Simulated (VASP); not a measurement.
# Tl2As (I4/mmm) in VASP: further runs

Tl2As is run at these levels: PBE; tasks: single point, relaxation of cell and atoms.

All numbers are computed with VASP 6.6.1; they aren't measurements. Logs are shortened: lines on timing, memory, paths and dates and some standing lists are left out, and cuts for length are marked.

## (1) The cell of the first run

The structure is tetragonal, space group I4/mmm (No. 139). Conventional cell: a = 3.760 Å, b = 3.760 Å, c = 12.234 Å, α = 90.00°, β = 90.00°, γ = 90.00°. Within 4.3 Å of Tl (site symmetry 4mm) lie 5 As at 3.30 to 4.16 Å and 9 Tl at 3.45 to 3.92 Å. As (site symmetry 4/mmm) has 10 Tl at 3.30 to 4.16 Å and 4 As at 3.76 Å within 4.3 Å.

## (2) Single point, PBE

INCAR

```
SYSTEM = Tl2As
  PREC = Accurate
  ENCUT = 520
  EDIFF = 1E-6
  ISMEAR = 0
  SIGMA = 0.1
  LREAL = .False.
  LASPH = .True.
  NELM = 100
  ALGO = Fast
  ISIF = 2
  LWAVE = .False.
  LCHARG = .False.
  GGA = PE
  NBANDS = 22
```

KPOINTS

```
regular mesh
0
Gamma
  6 6 6
  0 0 0
```

POSCAR

```
Tl2As
1.0
   -1.8800587551      1.8800587551      6.1171879366
    1.8800587551     -1.8800587551      6.1171879366
    1.8800587551      1.8800587551     -6.1171879366
Tl As
2 1
Direct
    0.3400000000      0.3400000000      0.0000000000
    0.6600000000      0.6600000000      0.0000000000
    0.0000000000      0.0000000000      0.0000000000
```

Potentials or basis: VASP PAW PBE potentials, release 64 (Tl_d, As).

Launch:

```console
$ cat potpaw_PBE.64/Tl_d/POTCAR potpaw_PBE.64/As/POTCAR > POTCAR
$ mpirun -np 1 vasp_std > vasp.out
```

OUTCAR:

```text
SYSTEM = Tl2As
   PREC = Accurate
   ENCUT = 520
   EDIFF = 1E-6
   ISMEAR = 0
   LREAL = .False.
   LASPH = .True.
   NELM = 100
   ISIF = 2
   GGA = PE

 ion  position               nearest neighbor table
   1  0.340  0.340  0.000-   3 3.30   3 3.30   3 3.30   3 3.30   2 3.45   2 3.45   2 3.45   2 3.45
                             2 3.92
   2  0.660  0.660  0.000-   3 3.30   3 3.30   3 3.30   3 3.30   1 3.45   1 3.45   1 3.45   1 3.45
                             1 3.92
   3  0.000  0.000  0.000-   2 3.30   2 3.30   1 3.30   1 3.30   2 3.30   2 3.30   1 3.30   1 3.30

  LATTYP: Found a body centered tetragonal cell.
 ALAT       =     3.7601175102
 C/A-ratio  =     3.2537216829

  Lattice vectors:

 A1 = (  -1.8800587551,   1.8800587551,   6.1171879366)
 A2 = (   1.8800587551,  -1.8800587551,   6.1171879366)
 A3 = (   1.8800587551,   1.8800587551,  -6.1171879366)

Analysis of symmetry for initial positions (statically):
=====================================================================
 Subroutine PRICEL returns:
 Original cell was already a primitive cell.

 Routine SETGRP: Setting up the symmetry group for a
 body centered tetragonal supercell.

 Subroutine GETGRP returns: Found 16 space group operations
 (whereof 16 operations were pure point group operations)
 out of a pool of 16 trial point group operations.

The static configuration has the point symmetry D_4h.

Analysis of symmetry for dynamics (positions and initial velocities):
=====================================================================
 Subroutine PRICEL returns:
 Original cell was already a primitive cell.

 Routine SETGRP: Setting up the symmetry group for a
 body centered tetragonal supercell.

 Subroutine GETGRP returns: Found 16 space group operations
 (whereof 16 operations were pure point group operations)
 out of a pool of 16 trial point group operations.

The dynamic configuration has the point symmetry D_4h.

 Subroutine INISYM returns: Found 16 space group operations
 (whereof 16 operations are pure point group operations),
 and found     1 'primitive' translations

----------------------------------------------------------------------------------------

                                     Primitive cell

  volume of cell :      86.4878

  direct lattice vectors                    reciprocal lattice vectors
    -1.880058755  1.880058755  6.117187937     0.000000000  0.265949135  0.081736903
     1.880058755 -1.880058755  6.117187937     0.265949135  0.000000000  0.081736903
     1.880058755  1.880058755 -6.117187937     0.265949135  0.265949135  0.000000000

  length of vectors
     6.670024745  6.670024745  6.670024745     0.278226282  0.278226282  0.376108874

  position of ions in fractional coordinates (direct lattice)
     0.340000000  0.340000000  0.000000000
     0.660000000  0.660000000  0.000000000
     0.000000000  0.000000000  0.000000000

  ion indices of the primitive-cell ions
   primitive index   ion index
                 1           1
                 2           2
                 3           3

----------------------------------------------------------------------------------------

 KPOINTS: regular mesh

Automatic generation of k-mesh.
 Grid dimensions read from file:
 generate k-points for:    6    6    6

 Generating k-lattice:

  Cartesian coordinates                     Fractional coordinates (reciprocal lattice)
     0.000000000  0.044324856  0.013622817     0.166666667 -0.000000000  0.000000000
     0.044324856  0.000000000  0.013622817    -0.000000000  0.166666667  0.000000000
     0.044324856  0.044324856  0.000000000     0.000000000  0.000000000  0.166666667

  Length of vectors
     0.046371047  0.046371047  0.062684812

  Shift w.r.t. Gamma in fractional coordinates (k-lattice)
     0.000000000  0.000000000  0.000000000

 Subroutine IBZKPT returns following result:
 ===========================================

 Found     30 irreducible k-points:

 Following reciprocal coordinates:
            Coordinates               Weight
  0.000000  0.000000  0.000000      1.000000
  0.166667 -0.000000  0.000000      8.000000
  0.333333  0.000000  0.000000      8.000000
  0.500000  0.000000  0.000000      4.000000
  0.166667  0.166667  0.000000      8.000000
  0.333333  0.166667  0.000000     16.000000
[... 16 lines left out ...]
 -0.333333 -0.333333  0.166667      8.000000
 -0.166667 -0.333333  0.166667      8.000000
 [... further k-points ...]
   k-points           NKPTS =     30   k-points in BZ     NKDIM =     30   number of bands    NBANDS=     22
   number of dos      NEDOS =    301   number of ions     NIONS =      3
   total plane-waves  NPLWV = 125000
   dimension x,y,z NGX =    50 NGY =   50 NGZ =   50
   dimension x,y,z NGXF=   100 NGYF=  100 NGZF=  100
   ions per type =               2   1
   NGX,Y,Z   is equivalent  to a cutoff of  12.46, 12.46, 12.46 a.u.
   NGXF,Y,Z  is equivalent  to a cutoff of  24.92, 24.92, 24.92 a.u.
 SYSTEM =  Tl2As
   PREC   = accura    normal or accurate (medium, high low for compatibility)
   ISTART =      0    job   : 0-new  1-cont  2-samecut
   ICHARG =      2    charge: 1-file 2-atom 10-const
   ISPIN  =      1    spin polarized calculation?
   LNONCOLLINEAR =      F non collinear calculations
   LSORBIT =      F    spin-orbit coupling
   LASPH  =      T    aspherical Exc in radial PAW
   ENCUT  =  520.0 eV  38.22 Ry    6.18 a.u.  12.40 12.40 12.40*2*pi/ulx,y,z
   NELM   =    100;   NELMIN=  2; NELMDL= -5     # of ELM steps
   EDIFF  = 0.1E-05   stopping-criterion for ELM
   LREAL  =      F    real-space projection
   EDIFFG = 0.1E-04   stopping-criterion for IOM
   NSW    =      0    number of steps for IOM
   IBRION =     -1    ionic relax: 0-MD 1-quasi-New 2-CG
   NFREE  =      0    steps in history (QN), initial steepest desc. (CG)
   ISIF   =      2    stress and relaxation
   ISYM   =      2    0-nonsym 1-usesym 2-fastsym
   POTIM  = 0.5000    time-step for ionic-motion
   TEBEG  =    0.0;   TEEND  =   0.0 temperature during run
   PSTRESS=    0.0 pullay stress
   NELECT =      31.0000    total number of electrons
   NUPDOWN=      -1.0000    fix difference up-down
   EMIN   =  10.00;   EMAX   =-10.00  energy-range for DOS
   EFERMI =   0.00;   METHOD = LEGACY
   ISMEAR =     0;   SIGMA  =   0.10  broadening in eV -4-tet -1-fermi 0-gaus
   EFERMI_NEDOS =   21; number of points for ismear=-14 and -15
   IALGO  =     68    algorithm
   IMIX   =      4    mixing-type and parameters
     AMIX     =   0.40;   BMIX     =  1.00
     AMIX_MAG =   1.60;   BMIX_MAG =  1.00
  volume/ion in A,a.u.               =      28.83       194.55
  Fermi-wavevector in a.u.,A,eV,Ry     =   1.162904  2.197570 18.399779  1.352346
  Thomas-Fermi vector in A             =   2.299460
   LORBIT       =      0    0 simple, 1 ext, 2 COOP (PROOUT), +10 PAW based schemes
   GGA     = PE    functional components
   LHFCALC =     F    Hartree Fock is set to
   AEXX    =    0.0000 exact exchange contribution
   IVDW    =     0    specifies the selected vdW correction
   LEPSILON=     F    determine dielectric tensor
   LRPA    =     F    only Hartree local field effects (RPA)
 non-spin polarized calculation
 RMM-DIIS sequential band-by-band and
 Gauss-broadening in eV      SIGMA  =   0.10
  energy-cutoff  :      520.00
  volume of cell :       86.49
 maximum number of plane-waves:      2346
 NGX is ok and might be reduce to    50

 number of electron      30.9999997 magnetization

 Free energy of the ion-electron system (eV)
  ---------------------------------------------------
  ext. energy  EPLUGINS =         0.00000000
  ---------------------------------------------------
  free energy    TOTEN  =        -8.68693148 eV

  energy without entropy =       -8.67642497  energy(sigma->0) =       -8.68167823

 E-fermi :   4.8491     XC(G=0):  -9.7342

 val. band max:        4.8119694915   @ k =  -0.3333   0.5000   0.1667
 cond. band min:       4.9816803012   @ k =  -0.3333   0.3333   0.0000
 fundamental gap:      0.1697108097
 Fermi energy:         4.8491190927

 k-point     1 :       0.0000    0.0000    0.0000
  band No.  band energies     occupation
      1      -6.4688      2.00000
      2      -6.3509      2.00000
      3      -6.2653      2.00000
      4      -6.2646      2.00000
      5      -6.2646      2.00000
      6      -6.1877      2.00000
[... 14 lines left out ...]
     21      13.0153      0.00000
     22      13.0507      0.00000

 k-point     2 :       0.1667   -0.0000    0.0000
  band No.  band energies     occupation
      1      -6.4357      2.00000
      2      -6.3092      2.00000
      3      -6.2943      2.00000
      4      -6.2715      2.00000
      5      -6.2528      2.00000
      6      -6.2286      2.00000
[... 14 lines left out ...]
     21      12.1959      0.00000
     22      13.0670      0.00000

 k-point     3 :       0.3333    0.0000    0.0000
  band No.  band energies     occupation
      1      -6.4578      2.00000
      2      -6.3514      2.00000
      3      -6.2958      2.00000
      4      -6.2870      2.00000
      5      -6.2626      2.00000
      6      -6.2160      2.00000
[... 14 lines left out ...]
     21      11.5099      0.00000
     22      11.8342      0.00000
[... 476 lines left out ...]
 k-point    23 :      -0.3333   -0.3333    0.1667
  band No.  band energies     occupation
      1      -6.3991      2.00000
      2      -6.3888      2.00000
      3      -6.3365      2.00000
      4      -6.3004      2.00000
      5      -6.2646      2.00000
      6      -6.2068      2.00000
[... 14 lines left out ...]
     21      11.3435      0.00000
     22      12.3720      0.00000

 k-point    24 :      -0.1667   -0.3333    0.1667
  band No.  band energies     occupation
      1      -6.4503      2.00000
      2      -6.3526      2.00000
      3      -6.3420      2.00000
      4      -6.2848      2.00000
      5      -6.2463      2.00000
      6      -6.2234      2.00000
[... 14 lines left out ...]
     21      11.8365      0.00000
     22      12.5906      0.00000

 [... further k-points ...]

------------------------ aborting loop because EDIFF is reached ----------------------------------------

  FORCE on cell =-STRESS in cart. coord.  units (eV):
  Direction    XX          YY          ZZ          XY          YZ          ZX
  --------------------------------------------------------------------------------------
  -------------------------------------------------------------------------------------
  Total       -1.0619627     -1.0619627     -0.3430043      0.0000000      0.0000000      0.0000000
  in kB      -19.6727547    -19.6727547     -6.3541209      0.0000000      0.0000000      0.0000000
  external PRESSURE =     -15.2332101 kB  Pullay stress =       0.0000000 kB

 VOLUME and BASIS-vectors are now :
 -----------------------------------------------------------------------------
  energy-cutoff  :      520.00
  volume of cell :       86.49
      direct lattice vectors                 reciprocal lattice vectors
    -1.880058755  1.880058755  6.117187937     0.000000000  0.265949135  0.081736903
     1.880058755 -1.880058755  6.117187937     0.265949135  0.000000000  0.081736903
     1.880058755  1.880058755 -6.117187937     0.265949135  0.265949135  0.000000000

 POSITION                                       TOTAL-FORCE (eV/Angst)
 -----------------------------------------------------------------------------------
      0.00000      0.00000      4.15969         0.000000      0.000000      0.676050
      0.00000      0.00000      8.07469        -0.000000     -0.000000     -0.676050
      0.00000      0.00000      0.00000        -0.000000     -0.000000     -0.000000
 -----------------------------------------------------------------------------------
    total drift:                                0.000000      0.000000     -0.000000

  FREE ENERGIE OF THE ION-ELECTRON SYSTEM (eV)
  ---------------------------------------------------
  free  energy   TOTEN  =        -8.6869314827 eV

  energy  without entropy=       -8.6764249733  energy(sigma->0) =       -8.68167823
```

It took 2.2 min on 1 thread of AMD EPYC 7R13 (Zen 3), shared host; peak memory 0.33 GiB.

Results:

| Item | Value |
| --- | --- |
| Free energy | -8.6869 eV |
| Pressure | -1.5 GPa |
| Largest force | 0.676 eV/Å |

Forces in eV/Å, atoms in the order of the input:
```
Tl   0.000  0.000  0.676
Tl   0.000  0.000 -0.676
As   0.000  0.000  0.000
```

Stress tensor (GPa, compression positive):
```
-1.97  0.00  0.00
 0.00 -1.97  0.00
 0.00  0.00 -0.64
```

Levels at points of the mesh, in eV from the Fermi level:
| k point | band 12 | band 13 | band 14 | band 15 | band 16 | band 17 | band 18 | band 19 |
| --- | --- | --- | --- | --- | --- | --- | --- | --- |
| (0.00, 0.00, 0.00) | -6.89 | -5.40 | 0.61 | 0.61 | 1.29 | 1.31 | 3.85 | 3.85 |
| (0.50, 0.00, 0.00) | -6.38 | -5.30 | -3.00 | -0.53 | 0.50 | 1.39 | 3.90 | 5.37 |
| (0.50, 0.50, 0.00) | -4.39 | -3.82 | -2.93 | -2.26 | -0.63 | -0.15 | 1.78 | 1.78 |
| (0.50, 0.50, 0.50) | -8.23 | -3.49 | -0.51 | 0.31 | 0.31 | 4.66 | 4.89 | 5.36 |

Caveat: the k points lie up to 0.39 Å⁻¹ apart; spin-orbit coupling is left out, which moves the levels of the heavy elements.

## (3) Single point, PBE

This run uses another cell than the first one, of the same volume but with other edges.

INCAR

```
ALGO = Normal
EDIFF = 1E-6
ENCUT = 520
GGA = PE
ISIF = 2
ISMEAR = 0
LASPH = True
LCHARG = False
LREAL = False
LWAVE = False
NBANDS = 22
NELM = 80
PREC = Accurate
SIGMA = 0.1
```

KPOINTS

```
k-points
0
Gamma
  6 6 6
```

POSCAR

```
Tl2As
1.0
   -1.7972886190      1.7972886190      6.6909668410
    1.7972886190     -1.7972886190      6.6909668410
    1.7972886190      1.7972886190     -6.6909668410
Tl As
2 1
Direct
    0.3593991287      0.3593991287      0.0000000000
    0.6406008713      0.6406008713      0.0000000000
    0.0000000000      0.0000000000      0.0000000000
```

Potentials or basis: VASP PAW PBE potentials, release 64 (Tl_d, As).

Launch:

```console
$ cat potpaw_PBE.64/Tl_d/POTCAR potpaw_PBE.64/As/POTCAR > POTCAR
$ mpirun -np 1 vasp_std > vasp.out
```

OUTCAR:

```text
EDIFF = 1E-6
   ENCUT = 520
   GGA = PE
   ISIF = 2
   ISMEAR = 0
   LASPH = True
   LREAL = False
   NELM = 80
   PREC = Accurate

 ion  position               nearest neighbor table
   1  0.359  0.359  0.000-   3 3.16   3 3.16   3 3.16   3 3.16   2 3.76   2 3.88   2 3.88   2 3.88
                             2 3.88
   2  0.641  0.641  0.000-   3 3.16   3 3.16   3 3.16   3 3.16   1 3.76   1 3.88   1 3.88   1 3.88
                             1 3.88
   3  0.000  0.000  0.000-   2 3.16   2 3.16   2 3.16   1 3.16   1 3.16   1 3.16   2 3.16   1 3.16

  LATTYP: Found a body centered tetragonal cell.
 ALAT       =     3.5945772380
 C/A-ratio  =     3.7228115564

  Lattice vectors:

 A1 = (  -1.7972886190,   1.7972886190,   6.6909668410)
 A2 = (   1.7972886190,  -1.7972886190,   6.6909668410)
 A3 = (   1.7972886190,   1.7972886190,  -6.6909668410)

Analysis of symmetry for initial positions (statically):
=====================================================================
[... 171 lines left out ...]
  free energy    TOTEN  =        -8.90163652 eV

  energy without entropy =       -8.89746260  energy(sigma->0) =       -8.89954956

 E-fermi :   5.0762     XC(G=0):  -9.6675

 val. band max:        4.8666837794   @ k =   0.5000   0.5000  -0.0000
 cond. band min:       5.0868130402   @ k =  -0.1667   0.1667   0.0000
 fundamental gap:      0.2201292608
 Fermi energy:         5.0761886444

 k-point     1 :       0.0000    0.0000    0.0000
  band No.  band energies     occupation
      1      -6.6034      2.00000
      2      -6.3839      2.00000
      3      -6.3459      2.00000
      4      -6.2210      2.00000
      5      -6.2063      2.00000
      6      -6.0542      2.00000
[... 589 lines left out ...]
     21      12.0237      0.00000
     22      12.4211      0.00000

 [... further k-points ...]

------------------------ aborting loop because EDIFF is reached ----------------------------------------

  FORCE on cell =-STRESS in cart. coord.  units (eV):
  Direction    XX          YY          ZZ          XY          YZ          ZX
  --------------------------------------------------------------------------------------
  -------------------------------------------------------------------------------------
  Total        0.1363562      0.1363562      0.0003776      0.0000000      0.0000000      0.0000000
  in kB        2.5269751      2.5269751      0.0069969      0.0000000      0.0000000      0.0000000
  external PRESSURE =       1.6869824 kB  Pullay stress =       0.0000000 kB

 VOLUME and BASIS-vectors are now :
 -----------------------------------------------------------------------------
  energy-cutoff  :      520.00
  volume of cell :       86.45
      direct lattice vectors                 reciprocal lattice vectors
    -1.797288619  1.797288619  6.690966841     0.000000000  0.278196832  0.074727616
     1.797288619 -1.797288619  6.690966841     0.278196832  0.000000000  0.074727616
     1.797288619  1.797288619 -6.690966841     0.278196832  0.278196832  0.000000000

 POSITION                                       TOTAL-FORCE (eV/Angst)
 -----------------------------------------------------------------------------------
      0.00000      0.00000      4.80946         0.000000      0.000000      0.011696
      0.00000      0.00000      8.57248        -0.000000     -0.000000     -0.011696
      0.00000      0.00000      0.00000         0.000000      0.000000      0.000000
 -----------------------------------------------------------------------------------
    total drift:                               -0.000000      0.000000      0.000000

  FREE ENERGIE OF THE ION-ELECTRON SYSTEM (eV)
  ---------------------------------------------------
  free  energy   TOTEN  =        -8.9016365246 eV

  energy  without entropy=       -8.8974625970  energy(sigma->0) =       -8.89954956
```

stdout:

```text
POSCAR found type information on POSCAR TlAs
 POSCAR found :  2 types and       3 ions
 scaLAPACK will be used
 LDA part: xc-table for (Slater+PW92), standard interpolation
 POSCAR, INCAR and KPOINTS ok, starting setup
 FFT: planning ... GRIDC
 FFT: planning ... GRID_SOFT
 FFT: planning ... GRID
 WAVECAR not read
 entering main loop
```

Wall time 2.9 min (1 thread of AMD EPYC 7R13 (Zen 3), shared host); peak memory 0.35 GiB.

Results:

```yaml
Free_energy: -8.9016 eV
Pressure: 0.2 GPa
Largest_force: 0.012 eV/Å
```

Forces on the atoms (eV/Å):
```
Tl   0.000  0.000  0.012
Tl   0.000  0.000 -0.012
As   0.000  0.000  0.000
```

Stress tensor (GPa, compression positive):
```
0.25 0.00 0.00
0.00 0.25 0.00
0.00 0.00 0.00
```

Levels at points of the mesh, in eV from the Fermi level:
```
           k point  band 13  band 14  band 15  band 16  band 17  band 18
(0.00, 0.00, 0.00)    -6.41     0.45     0.45     0.94     1.20     4.93
(0.50, 0.00, 0.00)    -5.25    -3.21    -1.29     0.17     1.49     3.69
(0.50, 0.50, 0.00)    -3.48    -3.27    -2.99    -0.32    -0.21     1.28
(0.50, 0.50, 0.50)    -4.26    -1.28     0.34     0.34     3.62     4.61
```

Caveat: the k points lie up to 0.41 Å⁻¹ apart; spin-orbit coupling is left out, which moves the levels of the heavy elements.

(Continued in part 2 of 2.)
